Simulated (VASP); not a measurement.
# PbS: relaxation of cell and atoms with PBE

PbS:

```xyz
4
Lattice="4.1286 0.0000 0.0000 -2.0643 3.5754 0.0000 0.0000 0.0000 7.3563" Properties=species:S:1:pos:R:3 pbc="T T T"
Pb    2.0643    1.1918    5.5172
Pb    0.0000    2.3836    1.8391
S     0.0000    0.0000    0.0000
S     0.0000    0.0000    3.6781
```

The cell was generated, and may not be a known phase.

```
Program                : VASP 6.6.1
Task                   : relaxation of cell and atoms
Functional             : PBE
Potentials or basis    : VASP PAW PBE potentials, release 64 (Pb_d, S)
Cutoff                 : 600 eV
k mesh                 : 12 × 12 × 6
Occupations            : gaussian, width 0.01 eV
Spin                   : no spin polarisation
Dipole correction      : no
Further INCAR settings : ALGO = Normal; EDIFF = 1e-06; IBRION = 2; EDIFFG = -0.01; NSW = 100; ISIF = 3
```

The relaxed volume is 27.10 Å³/atom. The relaxed cell is a = 4.126 Å, b = 4.126 Å, c = 7.353 Å, α = 90.00°, β = 90.00°, γ = 120.00° and the space group after relaxing (to 0.1 Å) is P6_3/mmc (No. 194). The energy gained by relaxing is 0.0 meV/atom. The ionic steps are 2. The pressure after relaxing is 0.0 GPa. The band gap on the k mesh is 0.25 eV (least direct gap 0.26 eV).

Final structure:
```yaml
crystal:
  lattice:
    - [4.12616, 0.00000, 0.00000]
    - [-2.06308, 3.57336, 0.00000]
    - [0.00000, 0.00000, 7.35300]
  atoms:
    - { symbol: Pb, position: [0.66667, 0.33333, 0.75000] }
    - { symbol: Pb, position: [0.33333, 0.66667, 0.25000] }
    - { symbol: S, position: [0.00000, 0.00000, 0.00000] }
    - { symbol: S, position: [0.00000, 0.00000, 0.50000] }
```

Levels at points of the mesh, in eV from the valence-band top:
| k point | band 17 | band 18 | band 19 | band 20 | band 21 | band 22 | band 23 | band 24 |
| --- | --- | --- | --- | --- | --- | --- | --- | --- |
| (0.00, 0.00, 0.00) | -1.62 | -1.01 | -1.01 | 0.00 | 1.41 | 2.72 | 2.72 | 5.17 |
| (0.50, 0.00, 0.00) | -2.68 | -1.30 | -0.75 | -0.01 | 0.25 | 1.99 | 2.27 | 4.13 |
| (0.00, 0.00, 0.50) | -1.35 | -1.35 | -1.15 | -1.15 | 3.38 | 3.38 | 3.74 | 3.74 |
| (0.50, 0.00, 0.50) | -2.12 | -2.12 | -1.97 | -1.97 | 2.27 | 2.27 | 3.91 | 3.91 |

Run time: 9.5 min on 1 thread of Intel Xeon 8259CL, with other jobs on the host, peak memory 0.42 GiB.

Caveat: spin-orbit coupling is left out, which moves the levels of the heavy elements. A k mesh can miss the band edges.
